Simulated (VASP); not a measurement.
# MgO (P1) in VASP: single point with PBE

Aim: the single point of MgO with PBE.

All numbers are computed with VASP 6.6.1; they aren't measurements. Logs are shortened: lines on timing, memory, paths and dates and some standing lists are left out, and cuts for length are marked.

## Step 1: The cell of the first run

The typed cell holds 32 atoms: a = 7.367 Å, b = 7.367 Å, c = 7.367 Å, α = 109.47°, β = 109.47°, γ = 109.47°.

## Step 2: Single point, PBE

The input, INCAR:

```
SYSTEM = MgO
PREC = Accurate ; ENCUT = 520
EDIFF = 1E-6 ; ISMEAR = 0
SIGMA = 0.02 ; LREAL = Auto
LASPH = .TRUE. ; NELM = 60
ALGO = Normal ; ISIF = 2
LWAVE = .FALSE. ; LCHARG = .FALSE.
GGA = PE ; NBANDS = 86
```

The input, KPOINTS:

```
Automatic mesh
0
Gamma
  2 2 2
  0.5 0.5 0.5
```

The input, POSCAR:

```
MgO
1.0
    4.2535896649     -4.2535896649      4.2535896649
   -4.2535896649      4.2535896649      4.2535896649
   -4.2535896649     -4.2535896649     -4.2535896649
Mg O
16 16
Direct
    0.2515698250      0.7507072518      0.0023607251
    0.5016924376      0.7507661057      0.7523953883
    0.7516729311      0.7508375795      0.5024608882
    0.0017064620      0.0008437036      1.0024530600
    0.2517352374      0.0007760502      0.7524703577
    0.0016045050      0.7509166841      0.2525080905
    0.7516793026      0.2508381770      0.0022917168
    0.5015798360      0.0007901818      0.5023240576
    0.7516627222      0.0008805884      0.2523305215
    0.0017459882      0.2507323764      0.7523545432
    0.5016692230      0.5008659904      0.0024778744
    0.2517241548      0.2508317853      0.5024742702
    0.7516803844      0.5008044972      0.7523774075
    0.5016040858      0.2508678689      0.2523799777
    0.0016268794      0.5008499570      0.5023808883
    0.2516041290      0.5007832252      0.2524130732
    0.2515839428      0.0009350979      0.2525001522
    0.5015424410      0.0008524407      0.0023736646
    0.7516611014      0.0008772753      0.7524632172
    0.0017030832      0.2508943485      0.2524840274
    0.2516443976      0.2508674370      0.0024740600
    0.0017078229      0.0009618444      0.5025573478
    0.7515923743      0.5009145286      0.2524690444
    0.5016032117      0.2508990009      0.7524074388
    0.7515970166      0.2508936376      0.5023768727
    0.0016435008      0.5008440086      0.0024009224
    0.5016334517      0.7508652561      0.2524808935
    0.2516907294      0.5008668930      0.7524497159
    0.7516605368      0.7509186879      0.0024837573
    0.5016179061      0.5008657910      0.5024620519
    0.0015551858      0.7508694426      0.7524177923
    0.2515771897      0.7508953644      0.5024842521
```

Potentials or basis: VASP PAW PBE potentials, release 64 (Mg, O).

On the command line:

```sh
cat potpaw_PBE.64/Mg/POTCAR potpaw_PBE.64/O/POTCAR > POTCAR
mpirun -np 1 vasp_std > vasp.out
```

OUTCAR:

```text
SYSTEM = MgO
   PREC = Accurate
   ENCUT = 520
   EDIFF = 1E-6
   ISMEAR = 0
   LREAL = Auto
   LASPH = .TRUE.
   NELM = 60
   ISIF = 2
   GGA = PE

 ion  position               nearest neighbor table
   1  0.252  0.751  0.002-  26 2.13  28 2.13  27 2.13  18 2.13  31 2.13  17 2.13  13 3.01  11 3.01
                             5 3.01   8 3.01  10 3.01  16 3.01  15 3.01   4 3.01   2 3.01   9 3.01
   2  0.502  0.751  0.752-  30 2.13  29 2.13  28 2.13  19 2.13  32 2.13  18 2.13   3 3.01  12 3.01
                             9 3.01  13 3.01   5 3.01  16 3.01  11 3.01   4 3.01  15 3.01   7 3.01
   3  0.752  0.751  0.502-  31 2.13  23 2.13  30 2.13  27 2.13  19 2.13  22 2.13   6 3.01  10 3.01
                             2 3.01  15 3.01  13 3.01  14 3.01  11 3.01   4 3.01   8 3.01   5 3.01
   4  0.002  0.001  0.002-  17 2.13  31 2.13  21 2.13  29 2.13  19 2.13  20 2.13  14 3.01   9 3.01
                            16 3.01   6 3.01  10 3.01   3 3.01   1 3.01   5 3.01   2 3.01  12 3.01
   5  0.252  0.001  0.752-  18 2.13  32 2.13  31 2.13  24 2.13  22 2.13  21 2.13  14 3.01  15 3.01
                             7 3.01  10 3.01   1 3.01   6 3.01   2 3.01   8 3.01   4 3.01  12 3.01
   6  0.002  0.751  0.253-  32 2.13  29 2.13  23 2.13  22 2.13  17 2.13  26 2.13   3 3.01   9 3.01
                            12 3.01  11 3.01  15 3.01   5 3.01   8 3.01   4 3.01   7 3.01   1 3.01
   7  0.752  0.251  0.002-  19 2.13  26 2.13  24 2.13  20 2.13  18 2.13  23 2.13  13 3.01  16 3.01
                             5 3.01   8 3.01   9 3.01  10 3.01   4 3.01  11 3.01   2 3.01   6 3.01
   8  0.502  0.001  0.502-  27 2.13  17 2.13  32 2.13  25 2.13  19 2.13  24 2.13  12 3.01   1 3.01
                             7 3.01   6 3.01   5 3.01  16 3.01  13 3.01  14 3.01   3 3.01   9 3.01
   9  0.752  0.001  0.252-  29 2.13  20 2.13  18 2.13  25 2.13  22 2.13  27 2.13   6 3.01   4 3.01
                             2 3.01  15 3.01   7 3.01  11 3.01  10 3.01  14 3.01  12 3.01   8 3.01
  10  0.002  0.251  0.752-  22 2.12  21 2.13  28 2.13  19 2.13  26 2.13  25 2.13  12 3.01   3 3.01
                            11 3.01   5 3.01   1 3.01   4 3.01   7 3.01   9 3.01  16 3.01  15 3.01
  11  0.502  0.501  0.002-  23 2.13  24 2.13  28 2.13  21 2.13  27 2.13  29 2.13  14 3.01  10 3.01
                             6 3.01   1 3.01   2 3.01   3 3.01  16 3.01  12 3.01   9 3.01   7 3.01
[... 9 lines left out ...]
                             4 3.01  15 3.01   1 3.01   2 3.01  11 3.01   8 3.01  12 3.01  10 3.01
  17  0.252  0.001  0.253-  12 2.13   4 2.13   8 2.13   6 2.13  14 2.13   1 2.13
  18  0.502  0.001  0.002-   5 2.13  14 2.13   9 2.13   1 2.13   7 2.13   2 2.13
  19  0.752  0.001  0.752-   7 2.13   2 2.13  10 2.13   3 2.13   4 2.13   8 2.13
  20  0.002  0.251  0.252-  16 2.13   9 2.13  15 2.13  12 2.13   4 2.13   7 2.13
  21  0.252  0.251  0.002-  14 2.13  10 2.13  16 2.13   4 2.13  11 2.13   5 2.13
  22  0.002  0.001  0.503-  10 2.12  12 2.13   6 2.13   3 2.13   5 2.13   9 2.13
[... 8 lines left out ...]
  31  0.002  0.751  0.752-   3 2.13   4 2.13  13 2.13   5 2.13   1 2.13  15 2.13
  32  0.252  0.751  0.502-   5 2.13  15 2.13   6 2.13   8 2.13   2 2.13  16 2.13

  LATTYP: Found a body centered cubic cell.
 ALAT       =     8.5071793298

  Lattice vectors:

 A1 = (   4.2535896649,  -4.2535896649,   4.2535896649)
 A2 = (  -4.2535896649,   4.2535896649,   4.2535896649)
 A3 = (  -4.2535896649,  -4.2535896649,  -4.2535896649)

Analysis of symmetry for initial positions (statically):
=====================================================================
 Subroutine PRICEL returns:
 Original cell was already a primitive cell.

 Routine SETGRP: Setting up the symmetry group for a
 body centered cubic supercell.

 Subroutine GETGRP returns: Found  1 space group operations
 (whereof  1 operations were pure point group operations)
 out of a pool of 48 trial point group operations.

The static configuration has the point symmetry C_1 .

Analysis of symmetry for dynamics (positions and initial velocities):
=====================================================================
 Subroutine PRICEL returns:
 Original cell was already a primitive cell.

 Routine SETGRP: Setting up the symmetry group for a
 body centered cubic supercell.

 Subroutine GETGRP returns: Found  1 space group operations
 (whereof  1 operations were pure point group operations)
 out of a pool of 48 trial point group operations.

The dynamic configuration has the point symmetry C_1 .

 Subroutine INISYM returns: Found  1 space group operations
 (whereof  1 operations are pure point group operations),
 and found     1 'primitive' translations

----------------------------------------------------------------------------------------

                                     Primitive cell

  volume of cell :     307.8412

  direct lattice vectors                    reciprocal lattice vectors
     4.253589665 -4.253589665  4.253589665     0.000000000 -0.117547775  0.117547775
    -4.253589665  4.253589665  4.253589665    -0.117547775  0.000000000  0.117547775
    -4.253589665 -4.253589665 -4.253589665    -0.117547775 -0.117547775  0.000000000

  length of vectors
     7.367433414  7.367433414  7.367433414     0.166237657  0.166237657  0.166237657

  position of ions in fractional coordinates (direct lattice)
     0.251569825  0.750707252  0.002360725
     0.501692438  0.750766106  0.752395388
     0.751672931  0.750837580  0.502460888
     0.001706462  0.000843704  0.002453060
     0.251735237  0.000776050  0.752470358
     0.001604505  0.750916684  0.252508091
[... 24 lines left out ...]
     0.001555186  0.750869443  0.752417792
     0.251577190  0.750895364  0.502484252

  ion indices of the primitive-cell ions
   primitive index   ion index
                 1           1
                 2           2
                 3           3
                 4           4
                 5           5
                 6           6
[... 24 lines left out ...]
                31          31
                32          32

----------------------------------------------------------------------------------------

 KPOINTS: Automatic mesh

Automatic generation of k-mesh.
 Grid dimensions read from file:
 generate k-points for:    2    2    2

 Generating k-lattice:

  Cartesian coordinates                     Fractional coordinates (reciprocal lattice)
     0.000000000 -0.058773887  0.058773887     0.500000000  0.000000000  0.000000000
    -0.058773887  0.000000000  0.058773887     0.000000000  0.500000000  0.000000000
    -0.058773887 -0.058773887  0.000000000     0.000000000  0.000000000  0.500000000

  Length of vectors
     0.083118829  0.083118829  0.083118829

  Shift w.r.t. Gamma in fractional coordinates (k-lattice)
     0.500000000  0.500000000  0.500000000

 Subroutine IBZKPT returns following result:
 ===========================================

 Found      4 irreducible k-points:

 Following reciprocal coordinates:
            Coordinates               Weight
  0.250000  0.250000  0.250000      2.000000
 -0.250000  0.250000  0.250000      2.000000
  0.250000 -0.250000  0.250000      2.000000
  0.250000  0.250000 -0.250000      2.000000
   k-points           NKPTS =      4   k-points in BZ     NKDIM =      4   number of bands    NBANDS=     86
   number of dos      NEDOS =    301   number of ions     NIONS =     32
   total plane-waves  NPLWV = 175616
   dimension x,y,z NGX =    56 NGY =   56 NGZ =   56
   dimension x,y,z NGXF=   112 NGYF=  112 NGZF=  112
   ions per type =              16  16
   NGX,Y,Z   is equivalent  to a cutoff of  12.64, 12.64, 12.64 a.u.
   NGXF,Y,Z  is equivalent  to a cutoff of  25.27, 25.27, 25.27 a.u.
 SYSTEM =  MgO
   PREC   = accura    normal or accurate (medium, high low for compatibility)
   ISTART =      0    job   : 0-new  1-cont  2-samecut
   ICHARG =      2    charge: 1-file 2-atom 10-const
   ISPIN  =      1    spin polarized calculation?
   LNONCOLLINEAR =      F non collinear calculations
   LSORBIT =      F    spin-orbit coupling
   LASPH  =      T    aspherical Exc in radial PAW
   ENCUT  =  520.0 eV  38.22 Ry    6.18 a.u.  13.70 13.70 13.70*2*pi/ulx,y,z
   NELM   =     60;   NELMIN=  2; NELMDL= -5     # of ELM steps
   EDIFF  = 0.1E-05   stopping-criterion for ELM
   LREAL  =      T    real-space projection
   EDIFFG = 0.1E-04   stopping-criterion for IOM
   NSW    =      0    number of steps for IOM
   IBRION =     -1    ionic relax: 0-MD 1-quasi-New 2-CG
   NFREE  =      0    steps in history (QN), initial steepest desc. (CG)
   ISIF   =      2    stress and relaxation
   ISYM   =      2    0-nonsym 1-usesym 2-fastsym
   POTIM  = 0.5000    time-step for ionic-motion
   TEBEG  =    0.0;   TEEND  =   0.0 temperature during run
   PSTRESS=    0.0 pullay stress
   NELECT =     128.0000    total number of electrons
   NUPDOWN=      -1.0000    fix difference up-down
   EMIN   =  10.00;   EMAX   =-10.00  energy-range for DOS
   EFERMI =   0.00;   METHOD = LEGACY
   ISMEAR =     0;   SIGMA  =   0.02  broadening in eV -4-tet -1-fermi 0-gaus
   EFERMI_NEDOS =   21; number of points for ismear=-14 and -15
   IALGO  =     38    algorithm
   IMIX   =      4    mixing-type and parameters
     AMIX     =   0.40;   BMIX     =  1.00
     AMIX_MAG =   1.60;   BMIX_MAG =  1.00
  volume/ion in A,a.u.               =       9.62        64.92
  Fermi-wavevector in a.u.,A,eV,Ry     =   1.221901  2.309057 20.314059  1.493041
  Thomas-Fermi vector in A             =   2.357067
   LORBIT       =      0    0 simple, 1 ext, 2 COOP (PROOUT), +10 PAW based schemes
   GGA     = PE    functional components
   LHFCALC =     F    Hartree Fock is set to
   AEXX    =    0.0000 exact exchange contribution
   IVDW    =     0    specifies the selected vdW correction
   LEPSILON=     F    determine dielectric tensor
   LRPA    =     F    only Hartree local field effects (RPA)
 non-spin polarized calculation
 Gauss-broadening in eV      SIGMA  =   0.02
  energy-cutoff  :      520.00
  volume of cell :      307.84
 maximum number of plane-waves:      8280
 NGX is ok and might be reduce to    54
   NGX = 27   NGY = 27   NGZ = 27

 number of electron     128.0000026 magnetization

 Free energy of the ion-electron system (eV)
  ---------------------------------------------------
  ext. energy  EPLUGINS =         0.00000000
  ---------------------------------------------------
  free energy    TOTEN  =      -190.60075328 eV

  energy without entropy =     -190.60075328  energy(sigma->0) =     -190.60075328

 E-fermi :   2.8992     XC(G=0): -10.9402

 val. band max:        2.7451546689   @ k =   0.2500   0.2500  -0.2500
 cond. band min:       8.6270926252   @ k =  -0.2500   0.2500   0.2500
 fundamental gap:      5.8819379564
 Fermi energy:         2.8991952077

 k-point     1 :       0.2500    0.2500    0.2500
  band No.  band energies     occupation
      1     -13.5904      2.00000
      2     -13.5899      2.00000
      3     -13.5898      2.00000
      4     -13.5890      2.00000
      5     -12.8211      2.00000
      6     -12.8210      2.00000
[... 305 lines left out ...]
     75      12.5576      0.00000
     76      12.8832      0.00000
 [bands above 76 left out]

------------------------ aborting loop because EDIFF is reached ----------------------------------------

  FORCE on cell =-STRESS in cart. coord.  units (eV):
  Direction    XX          YY          ZZ          XY          YZ          ZX
  --------------------------------------------------------------------------------------
  -------------------------------------------------------------------------------------
  Total       -1.4304187     -1.3458358     -1.4429981      0.0225557     -0.0022823      0.0003777
  in kB       -7.4446963     -7.0044798     -7.5101665      0.1173924     -0.0118785      0.0019655
  external PRESSURE =      -7.3197809 kB  Pullay stress =       0.0000000 kB

 VOLUME and BASIS-vectors are now :
 -----------------------------------------------------------------------------
  energy-cutoff  :      520.00
  volume of cell :      307.84
      direct lattice vectors                 reciprocal lattice vectors
     4.253589665 -4.253589665  4.253589665     0.000000000 -0.117547775  0.117547775
    -4.253589665  4.253589665  4.253589665    -0.117547775  0.000000000  0.117547775
    -4.253589665 -4.253589665 -4.253589665    -0.117547775 -0.117547775  0.000000000

 POSITION                                       TOTAL-FORCE (eV/Angst)
 -----------------------------------------------------------------------------------
     -2.13317      2.11308      4.25323        -0.005380     -0.000781      0.004069
     -4.25984     -2.14092      2.12706        -0.005699      0.002576     -0.000241
     -2.13371     -2.14082      4.25380        -0.004022      0.002596      0.000293
     -0.00676     -0.01410      0.00041        -0.002834      0.001459     -0.001323
     -2.13322     -4.26818     -2.12662        -0.005043      0.004939      0.001018
     -4.26133      2.11320      2.12685         0.003177     -0.000682      0.001691
[... 24 lines left out ...]
     -6.38775     -0.01320      0.00003         0.004040     -0.005932      0.001265
     -4.26126     -0.01347      2.12675         0.007160     -0.000402      0.002399
 -----------------------------------------------------------------------------------
    total drift:                                0.046243      0.043131     -0.000050

  FREE ENERGIE OF THE ION-ELECTRON SYSTEM (eV)
  ---------------------------------------------------
  free  energy   TOTEN  =      -190.6007532764 eV

  energy  without entropy=     -190.6007532764  energy(sigma->0) =     -190.60075328
```

Run time: 4.7 min. Hardware: 1 thread of Intel Xeon Platinum 8259CL at 2.50GHz (Skylake/Cascade Lake), shared host; peak memory 0.43 GiB.

Results:

| Property | Result |
| --- | --- |
| Free energy | -190.6008 eV |
| Pressure | -0.7 GPa |
| Largest force | 0.011 eV/Å |
| Band gap on the k mesh | 5.88 eV |

Forces on the atoms (eV/Å):
```
Mg  -0.005 -0.001  0.004
Mg  -0.006  0.003  0.000
Mg  -0.004  0.003  0.000
Mg  -0.003  0.001 -0.001
Mg  -0.005  0.005  0.001
Mg   0.003 -0.001  0.002
Mg  -0.006 -0.002 -0.004
Mg  -0.003 -0.003  0.002
Mg  -0.006 -0.002 -0.004
Mg  -0.008  0.005 -0.002
Mg   0.000  0.001  0.001
Mg  -0.004  0.003  0.000
Mg  -0.004  0.000 -0.002
Mg   0.000 -0.004 -0.001
Mg  -0.001 -0.003 -0.002
Mg  -0.004 -0.001  0.002
O    0.010 -0.002  0.000
O    0.003 -0.005  0.002
O    0.002  0.002 -0.001
O    0.001  0.006 -0.001
O    0.003  0.000  0.001
O    0.006  0.004 -0.003
O    0.007 -0.001  0.003
O    0.003 -0.006  0.000
O    0.004 -0.003 -0.001
O   -0.001  0.000 -0.001
O    0.002  0.003  0.002
O   -0.001  0.002 -0.002
O    0.002  0.000 -0.001
O    0.002  0.000  0.002
O    0.004 -0.006  0.001
O    0.007  0.000  0.002
```

Levels at points of the mesh, in eV from the valence-band top:
```tsv
k point	band 62	band 63	band 64	band 65	band 66	band 67
(0.25, 0.25, 0.25)	-0.10	-0.10	-0.10	7.04	7.04	7.05
```

Caveat: a shifted mesh leaves out Γ, where band edges can lie. A k mesh can miss the band edges.
